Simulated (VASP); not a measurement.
Wanted: the native input for a VASP 6.6.1 run.

| Item | Value |
| --- | --- |
| Task | single point |
| Functional | PBEsol |
| Potentials or basis | VASP PAW PBE potentials, release 64 (Ti_sv, Al) |
| Cutoff | 520 eV |
| k mesh | 20 × 20 × 20 |
| Occupations | gaussian, width 0.15 eV |
| Spin | no spin polarisation |
| Dipole correction | no |
| Further INCAR settings | ALGO = Fast; EDIFF = 1e-06; NBANDS = 14 |

The structure of TiAl lies in POSCAR:

```
TiAl
1.0
    3.1564740774      0.0000000000      0.0000000000
    0.0000000000      3.1564740774      0.0394559260
    0.0000000000      0.0394559260      3.1564740774
Ti Al
1 1
Direct
    0.0000000000      0.0000000000      0.0000000000
    0.5000000000      0.5000000000      0.5000000000
```

This cell differs from its parent crystal: strain +0.0250 x Voigt [0, 0, 0, 1, 0, 0].

One way to write it, as run:

INCAR

```
SYSTEM = TiAl
ALGO = Fast
EDIFF = 1E-6
ENCUT = 520
GGA = PS
ISIF = 2
ISMEAR = 0
LASPH = .True.
LCHARG = .False.
LREAL = .False.
LWAVE = .False.
NBANDS = 14
NELM = 60
PREC = Accurate
SIGMA = 0.15
```

KPOINTS

```
k-points
0
Gamma
  20 20 20
  0 0 0
```

Potentials or basis: VASP PAW PBE potentials, release 64 (Ti_sv, Al).

Command:

```bash
$ cat potpaw_PBE.64/Ti_sv/POTCAR potpaw_PBE.64/Al/POTCAR > POTCAR
$ mpirun -np 1 vasp_std > vasp.out
```

It gave:

The pressure is 0.2 GPa.

Caveat: the cell differs from its parent crystal (strain +0.0250 x Voigt [0, 0, 0, 1, 0, 0]); the PAW data sets were made with another functional, which shifts forces and pressure a little.

Wall time 8.2 min on 1 thread of Intel Xeon 6975P-C (shared host), peak memory 0.62 GiB.
